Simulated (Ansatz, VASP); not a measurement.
## One calculation of Al, two programs

INCAR

```
SYSTEM = Al
  PREC = Accurate
  ENCUT = 600
  EDIFF = 1E-6
  ISMEAR = 0
  SIGMA = 0.1
  LREAL = .FALSE.
  LASPH = .TRUE.
  NELM = 60
  ALGO = Fast
  ISIF = 3
  LWAVE = .FALSE.
  LCHARG = .FALSE.
  GGA = PE
  IBRION = 2
  NSW = 90
  EDIFFG = -0.04
```

The input KPOINTS:

```
regular mesh
0
G
  4 4 4
  0 0 0
```

POSCAR

```
Al
1.0
    5.3260922400      0.0000000000      0.0000000000
    0.0000000000      6.7580050900      0.0000000000
    0.0000000000      0.0000000000      4.8855304600
Al
8
Direct
    0.4649563700      0.0000000000      0.7499664400
    0.0350436300      0.0000000000      0.7499664400
    0.5350436300      0.0000000000      0.2500335600
    0.9649563700      0.0000000000      0.2500335600
    0.0000000000      0.3171946500      0.0000000000
    0.5000000000      0.6828053500      0.0000000000
    0.0000000000      0.6828053500      0.0000000000
    0.5000000000      0.3171946500      0.0000000000
```

Input for Ansatz:

```yaml
crystal:
  lattice:
    - [5.32609224, 0.0, 0.0]
    - [0.0, 6.75800509, 0.0]
    - [0.0, 0.0, 4.88553046]
  atoms:
    - { symbol: Al, position: [0.46495637, 0.0, 0.74996644] }
    - { symbol: Al, position: [0.03504363, 0.0, 0.74996644] }
    - { symbol: Al, position: [0.53504363, 0.0, 0.25003356] }
    - { symbol: Al, position: [0.96495637, 0.0, 0.25003356] }
    - { symbol: Al, position: [0.0, 0.31719465, 0.0] }
    - { symbol: Al, position: [0.5, 0.68280535, 0.0] }
    - { symbol: Al, position: [0.0, 0.68280535, 0.0] }
    - { symbol: Al, position: [0.5, 0.31719465, 0.0] }
basis:
  ecutwfc: 420
kpoints:
  mp_grid: { grid: [4, 4, 4] }
hamiltonian:
  xc: pbe
scf:
  occupations: { method: gaussian, width: 0.1 }
  lower_state_search: "off"
output:
  forces: true
  stress: true
  eigenvalues: true
relax:
  adjacent_minimum: "off"
  f_tol: 0.04
  max_steps: 70
  cell: { stress_tol: 0.4 }
```

Alike in both runs: task relaxation of cell and atoms; functional PBE; k mesh 4 × 4 × 4; occupations gaussian, width 0.1 eV; no spin polarisation.

```csv
,VASP,Ansatz
version,VASP 6.6.1,Ansatz 0.2.0
potentials or method,"VASP PAW PBE potentials, release 64 (Al), cutoff 600 eV","scalar-relativistic, plane waves, PAW"
valence electrons in the cell,24,24
```

Ansatz gave:

```
gap on the k mesh at the Fermi level, each at its own relaxed structure (eV) : none
relaxed volume (Å³/atom)                                                     : 26.91
relaxed cell length with the largest relative difference (Å)                 : 5.645
```

Task: What did VASP give for the same quantities?

Result: gap on the k mesh at the Fermi level, each at its own relaxed structure (eV): none; relaxed volume (Å³/atom): 27.01; relaxed cell length with the largest relative difference (Å): 5.687.

A gap of «none» marks a metal or a gap that the smearing closes.

Noted on VASP's run: the volume moved by over 15 % at a fixed basis, so the end points are rough.
